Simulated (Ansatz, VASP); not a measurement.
## Two plane-wave programs on BAs

INCAR

```
SYSTEM = BAs
ALGO = Normal
EDIFF = 1E-6
ENCUT = 600
GGA = PE
GGA_COMPAT = .FALSE.
ISIF = 2
ISMEAR = 0
LASPH = .TRUE.
LCHARG = .TRUE.
LELF = .TRUE.
LREAL = .FALSE.
LVHAR = .TRUE.
LWAVE = .FALSE.
NBANDS = 26
NELM = 120
PREC = Accurate
SIGMA = 0.01
```

KPOINTS

```
k-points
0
G
  9 9 2
  0 0 0
```

File POSCAR:

```
BAs
1.0
    3.3501577584      0.0000000000      0.0000000000
   -1.6750788792      2.9013217255      0.0000000000
    0.0000000000      0.0000000000      9.8951685745
B As
2 2
Direct
    0.3333333333      0.6666666667      0.2500000000
    0.6666666667      0.3333333333      0.7500000000
    0.6666666667      0.3333333333      0.2500000000
    0.3333333333      0.6666666667      0.7500000000
```

Input for Ansatz:

```yaml
crystal:
  lattice:
    - [3.3501577584, 0.0, 0.0]
    - [-1.6750788792, 2.9013217255, 0.0]
    - [0.0, 0.0, 9.8951685745]
  atoms:
    - { symbol: B, position: [0.3333333333, 0.6666666667, 0.25] }
    - { symbol: B, position: [0.6666666667, 0.3333333333, 0.75] }
    - { symbol: As, position: [0.6666666667, 0.3333333333, 0.25] }
    - { symbol: As, position: [0.3333333333, 0.6666666667, 0.75] }
kpoints:
  mp_grid: { grid: [9, 9, 2] }
hamiltonian:
  xc: pbe
scf:
  occupations: { method: fixed }
  n_extra_bands: 5
output:
  forces: true
  stress: true
  eigenvalues: true
```

Alike in both runs: task single point; functional PBE; k mesh 9 × 9 × 2; no spin polarisation.

|  | VASP | Ansatz |
| --- | --- | --- |
| version | VASP 6.6.1 | Ansatz 0.2.0 |
| potentials or method | VASP PAW PBE potentials, release 64 (B, As_d) | plane waves, PAW |
| plane-wave cutoff (eV) | 600 | 420 |
| occupations | gaussian, width 0.01 eV | fixed |
| valence electrons in the cell | 36 | 36 |

|  | VASP | Ansatz | Ansatz less VASP |
| --- | --- | --- | --- |
| gap on the k mesh at the Fermi level (eV) | 0.74 | 0.73 | -0.005 |
| pressure (GPa) | 2.1 | 2.3 | +0.18 |
| traceless stress, the component that is largest in VASP (GPa) | -2.12 | -2.28 | -0.160 |
